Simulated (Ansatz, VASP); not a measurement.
# TiBMoC2 in VASP and in Ansatz

```xyz
5
Lattice="2.9772 0.0000 0.0000 -1.4886 2.5784 0.0000 0.0000 0.0000 6.6783" Properties=species:S:1:pos:R:3 pbc="T T T"
Ti    1.4886    0.8595    1.4031
B     0.0000    1.7189   -0.5581
Mo    0.0000    0.0000    4.2775
C     0.0000    0.0000    2.3639
C     1.4886    0.8595    5.8703
```

Change from the starting cell: species swapped into the SrLiAlSb2 type (P3m1, No. 156).

Alike in both runs: functional PBE; k mesh 6 × 6 × 4; occupations gaussian, width 0.1 eV; no spin polarisation.

Ansatz relaxed the structure, and its values are those at the end. VASP's run is a single point on that final structure, the one shown.

|  | VASP | Ansatz |
| --- | --- | --- |
| version | VASP 6.6.1 | Ansatz 0.2.0 |
| potentials or method | VASP PAW PBE potentials, release 64 (Ti_sv, B, Mo_sv, C), cutoff 520 eV | scalar-relativistic, plane waves, PAW |
| valence electrons in the cell | 37 | 37 |

VASP gave:

```
gap on the k mesh at the Fermi level (eV) : none
pressure (GPa)                            : 0.3
rms of the force components (eV/Å)        : 0.012
```

Q: Which values does Ansatz return?

A: gap on the k mesh at the Fermi level (eV): none; pressure (GPa): 0.0; rms of the force components (eV/Å): 0.006.

A gap of «none» marks a metal or a gap that the smearing closes.

The k mesh is coarse, so the values compare programs but aren't converged.
